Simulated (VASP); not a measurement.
Runs of VASP 6.6.1 on Al. The structure is that of space group Fm-3m (No. 225), or close to it. The cells are those of the table. 

```csv
level,spin,fixed moment (μB),cell,k mesh,cutoff (eV),smearing,grid for exact exchange (PRECFOCK),share of exact exchange,screening parameter,gap on the mesh (eV),pressure (GPa),moment (μB)
"b88 exchange, pbe correlation",off,-,"a = 2.882 Å, angles 60.0°, 1 atom",11 × 11 × 11,500,fermi-dirac 0.05 eV,-,-,-,none,-1.4,-
"b88 exchange, pbe correlation",off,-,"a = 2.805 Å, angles 60.0°, 1 atom",11 × 11 × 11,500,fermi-dirac 0.05 eV,-,-,-,none,5.5,-
BHLYP,off,-,"a = 2.882 Å, angles 60.0°, 1 atom",6 × 6 × 6,520,fermi-dirac 0.05 eV,Normal,0.5,-,none,-0.6,-
"b88 exchange, pbe correlation",off,-,"a = 2.844 Å, angles 60.0°, 1 atom",11 × 11 × 11,500,fermi-dirac 0.05 eV,-,-,-,none,1.7,-
"b88 exchange, pbe correlation",off,-,"a = 2.864 Å, angles 60.0°, 1 atom",11 × 11 × 11,500,fermi-dirac 0.05 eV,-,-,-,none,0.1,-
PBEsol+D4,"non-collinear, typed start, SOC",-,"a = 2.825 Å, angles 60.0°, 1 atom",8 × 8 × 8,520,fermi-dirac 0.1 eV,-,-,-,-,-0.4,0.00
revPBE+D4,"collinear, zero start",0.0,"a = 2.825 Å, angles 60.0°, 1 atom",11 × 11 × 11,520,fermi-dirac 0.1 eV,-,-,-,-,-1.7,0.00
HSE06,off,-,"a = 2.844 Å, angles 60.0°, 1 atom",6 × 6 × 6,520,fermi-dirac 0.05 eV,Normal,0.25,0.2079 1/Å,none,0.7,-
BHLYP,off,-,"a = 2.805 Å, angles 60.0°, 1 atom",6 × 6 × 6,520,fermi-dirac 0.05 eV,Normal,0.5,-,none,(b),-
BHLYP,off,-,"a = 2.864 Å, angles 60.0°, 1 atom",6 × 6 × 6,520,fermi-dirac 0.05 eV,Normal,0.5,-,none,0.8,-
PBE0,off,-,"a = 2.920 Å, angles 60.0°, 1 atom",6 × 6 × 6,520,fermi-dirac 0.05 eV,Normal,0.25,-,none,(a),-
BHLYP,off,-,"a = 2.901 Å, angles 60.0°, 1 atom",6 × 6 × 6,520,fermi-dirac 0.05 eV,Normal,0.5,-,none,-1.9,-
```

Alike in all rows: task single point; potentials or basis VASP PAW PBE potentials, release 64 (Al).

Question: Estimate the missing entries.

Answer: (a) -5.2; (b) 6.2.

Caveats: some runs use coarse meshes; the PAW data sets were made with another functional, which shifts forces and pressure a little; the cell stands under pressure (at least some runs); the total moment is fixed, so each spin has its own Fermi level (at least some runs).

A gap of «none» marks levels without a gap at the run's occupations.
